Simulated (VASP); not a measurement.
The system is NaS3.

```
CELL_PARAMETERS angstrom
0.00000 3.44162 3.44162
3.44162 0.00000 3.44162
3.44162 3.44162 0.00000
ATOMIC_POSITIONS crystal
Na 0.00000 0.00000 0.00000
S 0.50000 0.50000 0.50000
S 0.25000 0.25000 0.25000
S 0.75000 0.75000 0.75000
```

- Program: VASP 6.6.1
- Task: relaxation of cell and atoms
- Functional: PBE
- Potentials or basis: VASP PAW PBE potentials, release 64 (Na_pv, S)
- Cutoff: 600 eV
- k mesh: 4 × 4 × 4
- Occupations: gaussian, width 0.1 eV
- Spin: no spin polarisation

At the start: pressure -4.3 GPa; volume 20.38 Å³/atom.

**Question.** Where does the relaxation end?

**Answer.** Over 3 steps the energy falls by 31.8 meV/atom and the volume is 18.29 Å³/atom (-10.2 %); space group Fm-3m (No. 225, to 0.05 Å).

Step by step:
```
step  energy change (eV)  largest force (eV/Å)  pressure (GPa)  volume (Å³)
   1              0.0000                0.0000           -4.35        81.53
   2             -0.1181                0.0000           -1.36        75.18
   3             -0.1273                0.0000           -0.09        73.18
```

Final structure:
```
CELL_PARAMETERS angstrom
0.00000 3.31984 3.31984
3.31984 0.00000 3.31984
3.31984 3.31984 0.00000
ATOMIC_POSITIONS crystal
Na 0.00000 0.00000 0.00000
S 0.50000 0.50000 0.50000
S 0.25000 0.25000 0.25000
S 0.75000 0.75000 0.75000
```

Caveat: the k points lie up to 0.41 Å⁻¹ apart in the final cell.
